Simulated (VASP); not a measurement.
# KP3 (R-3m) in VASP: a series of runs, part 2 of 2

VASP 6.6.1.

### Step 3. Single point, PBE

This run uses another cell than the first one, of 34.41 Å³/atom.

INCAR reads:

```
SYSTEM = KP3
PREC = Accurate ; ENCUT = 520
EDIFF = 1E-7 ; ISMEAR = 0
SIGMA = 0.1 ; LREAL = .False.
LASPH = .True. ; NELM = 100
ALGO = Normal ; ISIF = 2
LWAVE = .False. ; LCHARG = .True.
GGA = PE ; LELF = .True.
LVHAR = .True. ; NBANDS = 34
```

KPOINTS reads:

```
regular mesh
0
Gamma
  3 3 3
  0 0 0
```

POSCAR reads:

```
KP3
1.0
    4.1124741161      2.3743380380      4.6986843522
   -4.1124741161      2.3743380380      4.6986843522
    0.0000000000     -4.7486760760      4.6986843522
K P
2 6
Direct
    0.2605425790      0.2605425790      0.2605425790
    0.7394574210      0.7394574210      0.7394574210
    0.8315055419      0.1924810306      0.8315055419
    0.8315055419      0.8315055419      0.1924810306
    0.1924810306      0.8315055419      0.8315055419
    0.1684944581      0.8075189694      0.1684944581
    0.8075189694      0.1684944581      0.1684944581
    0.1684944581      0.1684944581      0.8075189694
```

Potentials or basis: VASP PAW PBE potentials, release 64 (K_sv, P).

Launch:

```bash
cat potpaw_PBE.64/K_sv/POTCAR potpaw_PBE.64/P/POTCAR > POTCAR
mpirun -np 1 vasp_std > vasp.out
```

OUTCAR:

```text
SYSTEM = KP3
   PREC = Accurate
   ENCUT = 520
   EDIFF = 1E-7
   ISMEAR = 0
   LREAL = .False.
   LASPH = .True.
   NELM = 100
   ISIF = 2
   GGA = PE

 ion  position               nearest neighbor table
   1  0.261  0.261  0.261-
   2  0.739  0.739  0.739-
   3  0.832  0.192  0.832-   8 2.19   7 2.19
   4  0.832  0.832  0.192-   6 2.19   7 2.19
   5  0.192  0.832  0.832-   8 2.19   6 2.19
   6  0.168  0.808  0.168-   4 2.19   5 2.19
   7  0.808  0.168  0.168-   4 2.19   3 2.19
   8  0.168  0.168  0.808-   3 2.19   5 2.19

  LATTYP: Found a trigonal (rhomboedric) cell.
 ALAT       =     6.6803861502
 COS(alpha) =     0.2420628109

  Lattice vectors:

 A1 = (   4.1124741161,   2.3743380380,   4.6986843522)
 A2 = (  -4.1124741161,   2.3743380380,   4.6986843522)
 A3 = (   0.0000000000,  -4.7486760760,   4.6986843522)

Analysis of symmetry for initial positions (statically):
=====================================================================
 Subroutine PRICEL returns:
 Original cell was already a primitive cell.

 Routine SETGRP: Setting up the symmetry group for a
 trigonal (rhombohedral) supercell.

 Subroutine GETGRP returns: Found 12 space group operations
 (whereof 12 operations were pure point group operations)
 out of a pool of 12 trial point group operations.

The static configuration has the point symmetry D_3d.

Analysis of symmetry for dynamics (positions and initial velocities):
=====================================================================
 Subroutine PRICEL returns:
 Original cell was already a primitive cell.

 Routine SETGRP: Setting up the symmetry group for a
 trigonal (rhombohedral) supercell.

 Subroutine GETGRP returns: Found 12 space group operations
 (whereof 12 operations were pure point group operations)
 out of a pool of 12 trial point group operations.

The dynamic configuration has the point symmetry D_3d.

 Subroutine INISYM returns: Found 12 space group operations
 (whereof 12 operations are pure point group operations),
 and found     1 'primitive' translations

----------------------------------------------------------------------------------------

                                     Primitive cell

  volume of cell :     275.2791

  direct lattice vectors                    reciprocal lattice vectors
     4.112474116  2.374338038  4.698684352     0.121581312  0.070195003  0.070941844
    -4.112474116  2.374338038  4.698684352    -0.121581312  0.070195003  0.070941844
     0.000000000 -4.748676076  4.698684352     0.000000000 -0.140390007  0.070941844

  length of vectors
     6.680386150  6.680386150  6.680386150     0.157296215  0.157296215  0.157296215

  position of ions in fractional coordinates (direct lattice)
     0.260542579  0.260542579  0.260542579
     0.739457421  0.739457421  0.739457421
     0.831505542  0.192481031  0.831505542
     0.831505542  0.831505542  0.192481031
     0.192481031  0.831505542  0.831505542
     0.168494458  0.807518969  0.168494458
     0.807518969  0.168494458  0.168494458
     0.168494458  0.168494458  0.807518969

  ion indices of the primitive-cell ions
   primitive index   ion index
                 1           1
[... 35 lines left out ...]
            Coordinates               Weight
  0.000000  0.000000  0.000000      1.000000
  0.333333  0.000000  0.000000      6.000000
  0.333333  0.333333 -0.000000      6.000000
 -0.333333  0.333333  0.000000      6.000000
  0.333333  0.333333  0.333333      2.000000
 -0.333333  0.333333  0.333333      6.000000
   k-points           NKPTS =      6   k-points in BZ     NKDIM =      6   number of bands    NBANDS=     34
   number of dos      NEDOS =    301   number of ions     NIONS =      8
   total plane-waves  NPLWV = 125000
   dimension x,y,z NGX =    50 NGY =   50 NGZ =   50
   dimension x,y,z NGXF=   100 NGYF=  100 NGZF=  100
   ions per type =               2   6
   NGX,Y,Z   is equivalent  to a cutoff of  12.44, 12.44, 12.44 a.u.
   NGXF,Y,Z  is equivalent  to a cutoff of  24.89, 24.89, 24.89 a.u.
 SYSTEM =  KP3
   PREC   = accura    normal or accurate (medium, high low for compatibility)
   ISTART =      0    job   : 0-new  1-cont  2-samecut
   ICHARG =      2    charge: 1-file 2-atom 10-const
   ISPIN  =      1    spin polarized calculation?
   LNONCOLLINEAR =      F non collinear calculations
   LSORBIT =      F    spin-orbit coupling
   LASPH  =      T    aspherical Exc in radial PAW
   ENCUT  =  520.0 eV  38.22 Ry    6.18 a.u.  12.42 12.42 12.42*2*pi/ulx,y,z
   NELM   =    100;   NELMIN=  2; NELMDL= -5     # of ELM steps
   EDIFF  = 0.1E-06   stopping-criterion for ELM
   LREAL  =      F    real-space projection
   EDIFFG = 0.1E-05   stopping-criterion for IOM
   NSW    =      0    number of steps for IOM
   IBRION =     -1    ionic relax: 0-MD 1-quasi-New 2-CG
   NFREE  =      0    steps in history (QN), initial steepest desc. (CG)
   ISIF   =      2    stress and relaxation
   ISYM   =      2    0-nonsym 1-usesym 2-fastsym
   POTIM  = 0.5000    time-step for ionic-motion
   TEBEG  =    0.0;   TEEND  =   0.0 temperature during run
   PSTRESS=    0.0 pullay stress
   NELECT =      48.0000    total number of electrons
   NUPDOWN=      -1.0000    fix difference up-down
   EMIN   =  10.00;   EMAX   =-10.00  energy-range for DOS
   EFERMI =   0.00;   METHOD = LEGACY
   ISMEAR =     0;   SIGMA  =   0.10  broadening in eV -4-tet -1-fermi 0-gaus
   EFERMI_NEDOS =   21; number of points for ismear=-14 and -15
   IALGO  =     38    algorithm
   IMIX   =      4    mixing-type and parameters
     AMIX     =   0.40;   BMIX     =  1.00
     AMIX_MAG =   1.60;   BMIX_MAG =  1.00
  volume/ion in A,a.u.               =      34.41       232.21
  Fermi-wavevector in a.u.,A,eV,Ry     =   0.914599  1.728342 11.381161  0.836492
  Thomas-Fermi vector in A             =   2.039245
   LORBIT       =      0    0 simple, 1 ext, 2 COOP (PROOUT), +10 PAW based schemes
   GGA     = PE    functional components
   LHFCALC =     F    Hartree Fock is set to
   AEXX    =    0.0000 exact exchange contribution
   IVDW    =     0    specifies the selected vdW correction
   LEPSILON=     F    determine dielectric tensor
   LRPA    =     F    only Hartree local field effects (RPA)
 non-spin polarized calculation
 Gauss-broadening in eV      SIGMA  =   0.10
  energy-cutoff  :      520.00
  volume of cell :      275.28
 maximum number of plane-waves:      7433
 NGX is ok and might be reduce to    50
   NGX = 25   NGY = 25   NGZ = 25

 number of electron      48.0000003 magnetization

 Free energy of the ion-electron system (eV)
  ---------------------------------------------------
  ext. energy  EPLUGINS =         0.00000000
  ---------------------------------------------------
  free energy    TOTEN  =       -35.04713298 eV

  energy without entropy =      -35.04713298  energy(sigma->0) =      -35.04713298

 E-fermi :   1.5937     XC(G=0):  -7.0837

 val. band max:        1.1540370597   @ k =   0.3333   0.3333   0.3333
 cond. band min:       2.1754843508   @ k =   0.3333   0.3333  -0.0000
 fundamental gap:      1.0214472911
 Fermi energy:         1.5937415135

 k-point     1 :       0.0000    0.0000    0.0000
  band No.  band energies     occupation
      1     -29.1716      2.00000
      2     -29.1709      2.00000
      3     -12.7627      2.00000
      4     -12.6851      2.00000
      5     -12.6851      2.00000
      6     -12.6736      2.00000
[... 211 lines left out ...]
     33       5.7663      0.00000
     34       6.4682      0.00000

------------------------ aborting loop because EDIFF is reached ----------------------------------------

  FORCE on cell =-STRESS in cart. coord.  units (eV):
  Direction    XX          YY          ZZ          XY          YZ          ZX
  --------------------------------------------------------------------------------------
  -------------------------------------------------------------------------------------
  Total       -0.4343718     -0.4343718     -0.2466399     -0.0000000      0.0000000     -0.0000000
  in kB       -2.5281274     -2.5281274     -1.4354917     -0.0000000      0.0000000     -0.0000000
  external PRESSURE =      -2.1639155 kB  Pullay stress =       0.0000000 kB

 VOLUME and BASIS-vectors are now :
 -----------------------------------------------------------------------------
  energy-cutoff  :      520.00
  volume of cell :      275.28
      direct lattice vectors                 reciprocal lattice vectors
     4.112474116  2.374338038  4.698684352     0.121581312  0.070195003  0.070941844
    -4.112474116  2.374338038  4.698684352    -0.121581312  0.070195003  0.070941844
     0.000000000 -4.748676076  4.698684352     0.000000000 -0.140390007  0.070941844

 POSITION                                       TOTAL-FORCE (eV/Angst)
 -----------------------------------------------------------------------------------
      0.00000      0.00000      3.67262         0.000000      0.000000     -0.011587
      0.00000      0.00000     10.42343         0.000000      0.000000      0.011587
      2.62797     -1.51726      8.71837         0.047690     -0.027534      0.063402
      0.00000      3.03452      8.71837         0.000000      0.055067      0.063402
     -2.62797     -1.51726      8.71837        -0.047690     -0.027534      0.063402
     -2.62797      1.51726      5.37768        -0.047690      0.027534     -0.063402
      2.62797      1.51726      5.37768         0.047690      0.027534     -0.063402
      0.00000     -3.03452      5.37768         0.000000     -0.055067     -0.063402
 -----------------------------------------------------------------------------------
    total drift:                               -0.000000     -0.000000      0.000000

  FREE ENERGIE OF THE ION-ELECTRON SYSTEM (eV)
  ---------------------------------------------------
  free  energy   TOTEN  =       -35.0471329773 eV

  energy  without entropy=      -35.0471329773  energy(sigma->0) =      -35.04713298
```

Run time: 33 s. Hardware: 1 thread of Intel Xeon 6975P-C (Granite Rapids), shared host; peak memory 0.35 GiB.

What came out:

| Item | Value |
| --- | --- |
| Free energy | -35.0471 eV |
| Pressure | -0.2 GPa |
| Largest force | 0.084 eV/Å |
| Band gap on the k mesh | 1.02 eV (least direct gap 1.07 eV) |

Forces in eV/Å, atoms in the order of the input:
```
K    0.000  0.000 -0.012
K    0.000  0.000  0.012
P    0.048 -0.028  0.063
P    0.000  0.055  0.063
P   -0.048 -0.028  0.063
P   -0.048  0.028 -0.063
P    0.048  0.028 -0.063
P    0.000 -0.055 -0.063
```

Levels at points of the mesh, in eV from the valence-band top:
| k point | band 20 | band 21 | band 22 | band 23 | band 24 | band 25 | band 26 | band 27 | band 28 | band 29 |
| --- | --- | --- | --- | --- | --- | --- | --- | --- | --- | --- |
| (0.00, 0.00, 0.00) | -2.52 | -2.04 | -1.51 | -0.02 | -0.02 | 1.41 | 1.41 | 3.50 | 3.63 | 3.63 |

Caveat: an odd mesh through Γ misses points on the zone boundary, where band edges can lie.
